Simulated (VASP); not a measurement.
# CdO (Fm-3m) in VASP: single point with r2SCAN

Aim: the single point of CdO with r2SCAN.

Program: VASP 6.6.1. These are calculated values, not measurements. Logs are shortened: lines on timing, memory, paths and dates and some standing lists are left out, and cuts for length are marked.

### 1 The cell of the first run

Symmetry: Fm-3m, No. 225, cubic system. The conventional cell has a = 4.699 Å, b = 4.699 Å, c = 4.699 Å, α = 90.00°, β = 90.00°, γ = 90.00°. Within 3.1 Å of Cd (site symmetry m-3m) lie 6 O at 2.35 Å. O (site symmetry m-3m) has 6 Cd at 2.35 Å within 3.1 Å.

### 2 Single point, r2SCAN

POSCAR reads:

```
CdO
1.0
    0.0000000000      2.3495000000      2.3495000000
    2.3495000000      0.0000000000      2.3495000000
    2.3495000000      2.3495000000      0.0000000000
Cd O
1 1
Direct
    0.0000000000      0.0000000000      0.0000000000
    0.5000000000      0.5000000000      0.5000000000
```

INCAR.step1 reads:

```
PREC = Accurate
ENCUT = 770
ISMEAR = -1
SIGMA = 0.01
LREAL = F
LASPH = T
NELM = 120
NBANDS = 20
GGA = PE
ALGO = Normal
EDIFF = 1E-5
LWAVE = T
LCHARG = F
GGA_COMPAT = F
```

INCAR.step2 reads:

```
PREC = Accurate
ENCUT = 770
EDIFF = 1E-6
ISMEAR = -1
SIGMA = 0.01
LREAL = F
LASPH = T
NELM = 120
ALGO = Normal
ISIF = 2
LWAVE = F
LCHARG = T
METAGGA = R2SCAN
LMIXTAU = T
LELF = T
LVHAR = T
NBANDS = 20
ISTART = 1
GGA_COMPAT = F
```

KPOINTS reads:

```
regular mesh
0
Gamma
  6 6 6
```

Potentials or basis: VASP PAW PBE potentials, release 64 (Cd_sv_GW, O).

Launch:

```console
$ cat potpaw_PBE.64/Cd_sv_GW/POTCAR potpaw_PBE.64/O/POTCAR > POTCAR
$ cp INCAR.step1 INCAR
$ mpirun -np 1 vasp_std > vasp.out
$ cp INCAR.step2 INCAR
$ mpirun -np 1 vasp_std > vasp.out
```

OUTCAR:

```text
PREC = Accurate
   ENCUT = 770
   EDIFF = 1E-6
   ISMEAR = -1
   LREAL = F
   LASPH = T
   NELM = 120
   ISIF = 2
   METAGGA = R2SCAN
   ISTART = 1

 ion  position               nearest neighbor table
   1  0.000  0.000  0.000-
   2  0.500  0.500  0.500-

  LATTYP: Found a face centered cubic cell.
 ALAT       =     4.6990000000

  Lattice vectors:

 A1 = (   0.0000000000,   2.3495000000,   2.3495000000)
 A2 = (   2.3495000000,   0.0000000000,   2.3495000000)
 A3 = (   2.3495000000,   2.3495000000,   0.0000000000)

Analysis of symmetry for initial positions (statically):
=====================================================================
 Subroutine PRICEL returns:
 Original cell was already a primitive cell.

 Routine SETGRP: Setting up the symmetry group for a
 face centered cubic supercell.

 Subroutine GETGRP returns: Found 48 space group operations
 (whereof 48 operations were pure point group operations)
 out of a pool of 48 trial point group operations.

The static configuration has the point symmetry O_h .

Analysis of symmetry for dynamics (positions and initial velocities):
=====================================================================
 Subroutine PRICEL returns:
 Original cell was already a primitive cell.

 Routine SETGRP: Setting up the symmetry group for a
 face centered cubic supercell.

 Subroutine GETGRP returns: Found 48 space group operations
 (whereof 48 operations were pure point group operations)
 out of a pool of 48 trial point group operations.

The dynamic configuration has the point symmetry O_h .

 Subroutine INISYM returns: Found 48 space group operations
 (whereof 48 operations are pure point group operations),
 and found     1 'primitive' translations

----------------------------------------------------------------------------------------

                                     Primitive cell

  volume of cell :      25.9392

  direct lattice vectors                    reciprocal lattice vectors
     0.000000000  2.349500000  2.349500000    -0.212811236  0.212811236  0.212811236
     2.349500000  0.000000000  2.349500000     0.212811236 -0.212811236  0.212811236
     2.349500000  2.349500000  0.000000000     0.212811236  0.212811236 -0.212811236

  length of vectors
     3.322694765  3.322694765  3.322694765     0.368599874  0.368599874  0.368599874

  position of ions in fractional coordinates (direct lattice)
     0.000000000  0.000000000  0.000000000
     0.500000000  0.500000000  0.500000000

  ion indices of the primitive-cell ions
   primitive index   ion index
                 1           1
                 2           2

----------------------------------------------------------------------------------------

 KPOINTS: regular mesh

Automatic generation of k-mesh.
 Grid dimensions read from file:
 generate k-points for:    6    6    6

 Generating k-lattice:

  Cartesian coordinates                     Fractional coordinates (reciprocal lattice)
    -0.035468539  0.035468539  0.035468539     0.166666667  0.000000000  0.000000000
     0.035468539 -0.035468539  0.035468539     0.000000000  0.166666667  0.000000000
     0.035468539  0.035468539 -0.035468539     0.000000000  0.000000000  0.166666667

  Length of vectors
     0.061433312  0.061433312  0.061433312

  Shift w.r.t. Gamma in fractional coordinates (k-lattice)
     0.000000000  0.000000000  0.000000000

 Subroutine IBZKPT returns following result:
 ===========================================

 Found     16 irreducible k-points:

 Following reciprocal coordinates:
            Coordinates               Weight
  0.000000  0.000000  0.000000      1.000000
  0.166667  0.000000  0.000000      8.000000
  0.333333  0.000000  0.000000      8.000000
  0.500000  0.000000  0.000000      4.000000
  0.166667  0.166667  0.000000      6.000000
  0.333333  0.166667  0.000000     24.000000
[... 8 lines left out ...]
 -0.333333  0.333333  0.166667     24.000000
 -0.333333  0.500000  0.166667     12.000000
   k-points           NKPTS =     16   k-points in BZ     NKDIM =     16   number of bands    NBANDS=     20
   number of dos      NEDOS =    301   number of ions     NIONS =      2
   total plane-waves  NPLWV =  27000
   dimension x,y,z NGX =    30 NGY =   30 NGZ =   30
   dimension x,y,z NGXF=    60 NGYF=   60 NGZF=   60
   ions per type =               1   1
   NGX,Y,Z   is equivalent  to a cutoff of  15.01, 15.01, 15.01 a.u.
   NGXF,Y,Z  is equivalent  to a cutoff of  30.02, 30.02, 30.02 a.u.
 SYSTEM =  unknown system
   PREC   = accura    normal or accurate (medium, high low for compatibility)
   ISTART =      1    job   : 0-new  1-cont  2-samecut
   ICHARG =      0    charge: 1-file 2-atom 10-const
   ISPIN  =      1    spin polarized calculation?
   LNONCOLLINEAR =      F non collinear calculations
   LSORBIT =      F    spin-orbit coupling
   LASPH  =      T    aspherical Exc in radial PAW
   ENCUT  =  770.0 eV  56.59 Ry    7.52 a.u.   7.52  7.52  7.52*2*pi/ulx,y,z
   NELM   =    120;   NELMIN=  2; NELMDL=  0     # of ELM steps
   EDIFF  = 0.1E-05   stopping-criterion for ELM
   LREAL  =      F    real-space projection
   EDIFFG = 0.1E-04   stopping-criterion for IOM
   NSW    =      0    number of steps for IOM
   IBRION =     -1    ionic relax: 0-MD 1-quasi-New 2-CG
   NFREE  =      0    steps in history (QN), initial steepest desc. (CG)
   ISIF   =      2    stress and relaxation
   ISYM   =      2    0-nonsym 1-usesym 2-fastsym
   POTIM  = 0.5000    time-step for ionic-motion
   TEBEG  =    0.0;   TEEND  =   0.0 temperature during run
   PSTRESS=    0.0 pullay stress
   NELECT =      26.0000    total number of electrons
   NUPDOWN=      -1.0000    fix difference up-down
   EMIN   =  10.00;   EMAX   =-10.00  energy-range for DOS
   EFERMI =   0.00;   METHOD = LEGACY
   ISMEAR =    -1;   SIGMA  =   0.01  broadening in eV -4-tet -1-fermi 0-gaus
   EFERMI_NEDOS =   21; number of points for ismear=-14 and -15
   IALGO  =     38    algorithm
   IMIX   =      4    mixing-type and parameters
     AMIX     =   0.40;   BMIX     =  1.00
     AMIX_MAG =   1.60;   BMIX_MAG =  1.00
  volume/ion in A,a.u.               =      12.97        87.52
  Fermi-wavevector in a.u.,A,eV,Ry     =   1.638377  3.096084 36.521834  2.684279
  Thomas-Fermi vector in A             =   2.729360
   LORBIT       =      0    0 simple, 1 ext, 2 COOP (PROOUT), +10 PAW based schemes
   METAGGA = R2SCAN    functional components
   LHFCALC =     F    Hartree Fock is set to
   AEXX    =    0.0000 exact exchange contribution
   IVDW    =     0    specifies the selected vdW correction
   LEPSILON=     F    determine dielectric tensor
   LRPA    =     F    only Hartree local field effects (RPA)
 non-spin polarized calculation
  energy-cutoff  :      770.00
  volume of cell :       25.94
 maximum number of plane-waves:      1278
   NGX = 15   NGY = 15   NGZ = 15

 number of electron      25.9999995 magnetization

 Free energy of the ion-electron system (eV)
  ---------------------------------------------------
  ext. energy  EPLUGINS =         0.00000000
  ---------------------------------------------------
  free energy    TOTEN  =       -28.67088153 eV

  energy without entropy =      -28.67086662  energy(sigma->0) =      -28.67087407

 E-fermi :   4.7192     XC(G=0): -12.5640

 val. band max:        4.6546421139   @ k =   0.5000   0.0000   0.0000
 cond. band min:       4.7628771264   @ k =   0.0000   0.0000   0.0000
 fundamental gap:      0.1082350125
 Fermi energy:         4.7192149751

 k-point     1 :       0.0000    0.0000    0.0000
  band No.  band energies     occupation
      1     -98.5253      2.00000
      2     -58.7071      2.00000
      3     -58.7071      2.00000
      4     -58.7071      2.00000
      5     -13.6241      2.00000
      6      -2.2591      2.00000
[... 12 lines left out ...]
     19      23.9866      0.00000
     20      23.9866      0.00000

 k-point     2 :       0.1667    0.0000    0.0000
  band No.  band energies     occupation
      1     -98.5251      2.00000
      2     -58.7113      2.00000
      3     -58.7078      2.00000
      4     -58.7078      2.00000
      5     -13.4514      2.00000
      6      -2.3798      2.00000
[... 12 lines left out ...]
     19      24.4127      0.00000
     20      24.4127      0.00000

 k-point     3 :       0.3333    0.0000    0.0000
  band No.  band energies     occupation
      1     -98.5246      2.00000
      2     -58.7195      2.00000
      3     -58.7091      2.00000
      4     -58.7091      2.00000
      5     -13.0814      2.00000
      6      -2.8237      2.00000
[... 12 lines left out ...]
     19      25.9310      0.00000
     20      25.9310      0.00000

 k-point     4 :       0.5000    0.0000    0.0000
  band No.  band energies     occupation
      1     -98.5243      2.00000
      2     -58.7235      2.00000
      3     -58.7097      2.00000
      4     -58.7097      2.00000
      5     -12.8816      2.00000
      6      -3.1434      2.00000
[... 12 lines left out ...]
     19      26.1981      0.00000
     20      27.7753      0.00000

 k-point     5 :       0.1667    0.1667    0.0000
  band No.  band energies     occupation
      1     -98.5250      2.00000
      2     -58.7110      2.00000
      3     -58.7088      2.00000
      4     -58.7088      2.00000
      5     -13.4134      2.00000
      6      -2.4210      2.00000
[... 12 lines left out ...]
     19      25.6608      0.00000
     20      27.8860      0.00000
[... 169 lines left out ...]
      6      -2.6972      2.00000
[... 12 lines left out ...]
     19      28.8096      0.00000
     20      30.1165      0.00000

 k-point    14 :       0.5000    0.3333    0.1667
  band No.  band energies     occupation
      1     -98.5242      2.00000
      2     -58.7193      2.00000
      3     -58.7141      2.00000
      4     -58.7111      2.00000
      5     -12.9952      2.00000
      6      -2.5790      2.00000
[... 12 lines left out ...]
     19      26.4399      0.00000
     20      28.9951      0.00000

 k-point    15 :      -0.3333    0.3333    0.1667
  band No.  band energies     occupation
      1     -98.5240      2.00000
      2     -58.7200      2.00000
      3     -58.7160      2.00000
      4     -58.7121      2.00000
      5     -12.9161      2.00000
      6      -2.6626      2.00000
[... 12 lines left out ...]
     19      24.5366      0.00000
     20      29.8260      0.00000

 k-point    16 :      -0.3333    0.5000    0.1667
  band No.  band energies     occupation
      1     -98.5239      2.00000
      2     -58.7202      2.00000
      3     -58.7158      2.00000
      4     -58.7137      2.00000
      5     -12.9523      2.00000
      6      -2.5628      2.00000
[... 12 lines left out ...]
     19      26.3679      0.00000
     20      30.0542      0.00000

------------------------ aborting loop because EDIFF is reached ----------------------------------------

  FORCE on cell =-STRESS in cart. coord.  units (eV):
  Direction    XX          YY          ZZ          XY          YZ          ZX
  --------------------------------------------------------------------------------------
  -------------------------------------------------------------------------------------
  Total        0.0400916      0.0400916      0.0400916     -0.0000000     -0.0000000      0.0000000
  in kB        2.4763236      2.4763236      2.4763236     -0.0000000     -0.0000000      0.0000000
  external PRESSURE =       2.4763236 kB  Pullay stress =       0.0000000 kB

 VOLUME and BASIS-vectors are now :
 -----------------------------------------------------------------------------
  energy-cutoff  :      770.00
  volume of cell :       25.94
      direct lattice vectors                 reciprocal lattice vectors
     0.000000000  2.349500000  2.349500000    -0.212811236  0.212811236  0.212811236
     2.349500000  0.000000000  2.349500000     0.212811236 -0.212811236  0.212811236
     2.349500000  2.349500000  0.000000000     0.212811236  0.212811236 -0.212811236

 POSITION                                       TOTAL-FORCE (eV/Angst)
 -----------------------------------------------------------------------------------
      0.00000      0.00000      0.00000        -0.000000     -0.000000     -0.000000
      2.34950      2.34950      2.34950         0.000000      0.000000      0.000000
 -----------------------------------------------------------------------------------
    total drift:                                0.000000      0.000000      0.000000

  FREE ENERGIE OF THE ION-ELECTRON SYSTEM (eV)
  ---------------------------------------------------
  free  energy   TOTEN  =       -28.6708815266 eV

  energy  without entropy=      -28.6708666231  energy(sigma->0) =      -28.67087407
```

Run time: 73 s. Hardware: 1 thread of Intel Xeon Platinum 8259CL at 2.50GHz (Skylake/Cascade Lake), shared host; peak memory 0.18 GiB.

Results:

* Free energy: -28.6709 eV
* Pressure: 0.2 GPa
* Band gap on the k mesh: 0.11 eV (least direct gap 1.48 eV)

Levels at points of the mesh, in eV from the valence-band top:
| k point | band 11 | band 12 | band 13 | band 14 | band 15 | band 16 |
| --- | --- | --- | --- | --- | --- | --- |
| (0.00, 0.00, 0.00) | -1.38 | -1.38 | -1.38 | 0.11 | 15.21 | 17.81 |
| (0.50, 0.00, 0.00) | -3.83 | 0.00 | 0.00 | 5.07 | 8.05 | 12.75 |
| (0.50, 0.50, 0.00) | -4.31 | -2.33 | -2.33 | 4.61 | 9.29 | 11.81 |

Caveat: semilocal functionals underestimate gaps, and a narrow one can read as zero; the PAW data sets were made with another functional, which shifts forces and pressure a little. A k mesh can miss the band edges.
